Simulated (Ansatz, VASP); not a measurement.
**Two plane-wave programs on HC12**

INCAR

```
PREC = Accurate
ENCUT = 520
EDIFF = 1E-7
ISMEAR = 0
SIGMA = 0.05
LREAL = F
LASPH = T
NELM = 150
ALGO = Normal
ISIF = 2
LWAVE = F
LCHARG = F
ISPIN = 2
MAGMOM = 0 0 0 0 0 0 0 0 0 0 0 0 1
LORBIT = 11
LDIPOL = T
IDIPOL = 3
DIPOL = 0.5 0.5 0.299
GGA = PE
IVDW = 12
NBANDS = 40
```

File KPOINTS:

```
Automatic mesh
0
Gamma
  6 7 1
```

File POSCAR:

```
HC12
1.0
    4.9311586502      0.0000000000      0.0000000000
    0.0000000000      4.0098697767      0.0000000000
    0.0000000000      0.0000000000     21.6014232414
C H
12 1
Direct
    0.2500000000      0.3776970832      0.1851729840
    0.7500000000      0.3776970832      0.1851729840
    0.0000000000      0.4720802753      0.2130426460
    0.5000000000      0.4720802753      0.2130426460
    0.0000000000      0.6609562027      0.2688143161
    0.5000000000      0.6609562027      0.2688143161
    0.2500000000      0.7503681903      0.2962457608
    0.7500000000      0.7503681903      0.2962457608
    0.2500000000      0.9412921293      0.3552728042
    0.7500000000      0.9412921293      0.3552728042
    0.0000000000      0.0234303656      0.3796705036
    0.5000000000      0.0234303656      0.3796705036
    0.0000000000      0.6900970322      0.4954036186
```

Input for Ansatz:

```yaml
crystal:
  lattice:
    - [4.9311586502, 0.0, 0.0]
    - [0.0, 4.0098697767, 0.0]
    - [0.0, 0.0, 21.6014232414]
  atoms:
    - { symbol: C, position: [0.25, 0.3776970832, 0.185172984] }
    - { symbol: C, position: [0.75, 0.3776970832, 0.185172984] }
    - { symbol: C, position: [0.0, 0.4720802753, 0.213042646] }
    - { symbol: C, position: [0.5, 0.4720802753, 0.213042646] }
    - { symbol: C, position: [0.0, 0.6609562027, 0.2688143161] }
    - { symbol: C, position: [0.5, 0.6609562027, 0.2688143161] }
    - { symbol: C, position: [0.25, 0.7503681903, 0.2962457608] }
    - { symbol: C, position: [0.75, 0.7503681903, 0.2962457608] }
    - { symbol: C, position: [0.25, 0.9412921293, 0.3552728042] }
    - { symbol: C, position: [0.75, 0.9412921293, 0.3552728042] }
    - { symbol: C, position: [0.0, 0.0234303656, 0.3796705036] }
    - { symbol: C, position: [0.5, 0.0234303656, 0.3796705036] }
    - { symbol: H, position: [0.0, 0.6900970322, 0.4954036186], spin: 1.0 }
basis:
  ecutwfc: 420
kpoints:
  mp_grid: { grid: [6, 7, 1] }
hamiltonian:
  xc: pbe
  pseudopotentials: { kind: paw, azcp: { folder: soft_1 } }
  dispersion: d3bj
scf:
  occupations: { method: gaussian, width: 0.05 }
output:
  forces: true
  eigenvalues: true
  populations: true
magnetization:
  spin_polarized: true
efield:
  axis: 3
  dipole_correction: true
  ramp_width: 0.04
```

Alike in both runs: task single point; functional PBE; dispersion D3(BJ); k mesh 6 × 7 × 1; occupations gaussian, width 0.05 eV; collinear spin.

|  | VASP | Ansatz |
| --- | --- | --- |
| version | VASP 6.6.1 | Ansatz 0.2.0 |
| potentials or method | VASP PAW PBE potentials, release 64 (C, H), cutoff 520 eV | scalar-relativistic, plane waves, PAW |
| valence electrons in the cell | 49 | 49 |

```tsv
	VASP	Ansatz	Ansatz less VASP
rms of the force components (eV/Å)	0.953	1.065	+0.1129
net moment per atom (μB)	0.01	0.08	+0.071
size of the moment on the site where the two differ most (μB)	0.37	0.81	+0.443
```

Site moments also hang on the region over which each program counts them. Atom by atom the forces differ by 0.316 eV/Å (rms over components).
